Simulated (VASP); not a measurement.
## WC: single point with PBEsol

WC:

```
W C
1.0
     2.89841    0.00000    0.00000
    -1.44921    2.51010    0.00000
     0.00000    0.00000    2.82761
W C
1 1
Direct
  0.07006 0.08696 0.06747
  0.59661 0.24637 0.43253
```

This cell differs from its parent crystal: atoms moved at random.

| Quantity | Value |
| --- | --- |
| Program | VASP 6.6.1 |
| Task | single point |
| Functional | PBEsol |
| Potentials or basis | VASP PAW PBE potentials, release 64 (W_sv, C) |
| Cutoff | 520 eV |
| k mesh | 12 × 12 × 12 |
| Occupations | gaussian, width 0.15 eV |
| Spin | no spin polarisation |

| Quantity | Value |
| --- | --- |
| Pressure | 68.6 GPa |
| Largest force | 12.088 eV/Å |
| Band gap on the k mesh | zero (bands 9 and 10 overlap by 1.75 eV) |

Forces on the atoms (eV/Å):
```
W   -6.306 -5.017 -9.009
C    6.306  5.017  9.009
```

Stress tensor (GPa, compression positive):
```
109.94  19.88  46.62
 19.88  14.05  30.44
 46.62  30.44  81.82
```

Levels at points of the mesh, in eV from the Fermi level:
```
           k point  band 6  band 7  band 8  band 9  band 10  band 11  band 12  band 13
(0.00, 0.00, 0.00)   -6.59   -4.57   -3.89    0.07     1.48     3.49     4.01     6.49
(0.50, 0.00, 0.00)   -8.40   -5.38   -4.40   -0.08     2.55     3.17     4.81     4.92
(0.00, 0.50, 0.00)   -6.58   -5.94   -3.15   -0.85     2.89     3.76     5.07     5.66
(0.50, 0.50, 0.00)   -7.84   -6.21   -4.20    0.57     2.82     3.39     5.03     5.85
(0.00, 0.00, 0.50)   -8.65   -5.37   -3.14   -1.03     0.18     2.37     4.95     8.59
(0.50, 0.00, 0.50)   -6.43   -3.87   -3.08   -1.30     3.38     4.23     4.82     6.95
(0.00, 0.50, 0.50)   -8.62   -6.33   -5.46    1.18     3.80     4.82     6.70     8.81
(0.50, 0.50, 0.50)   -6.94   -4.29   -3.11   -0.65     1.81     4.46     4.88     7.86
```

Wall time 2.8 min on 1 thread of Intel(R) Xeon(R) Platinum 8488C (Sapphire Rapids), with other jobs on the host, peak memory 0.38 GiB.

Caveat: the cell differs from its parent crystal (atoms moved at random); the cell stands under pressure; the PAW data sets were made with another functional, which shifts forces and pressure a little; spin-orbit coupling is left out, which moves the levels of the heavy elements.
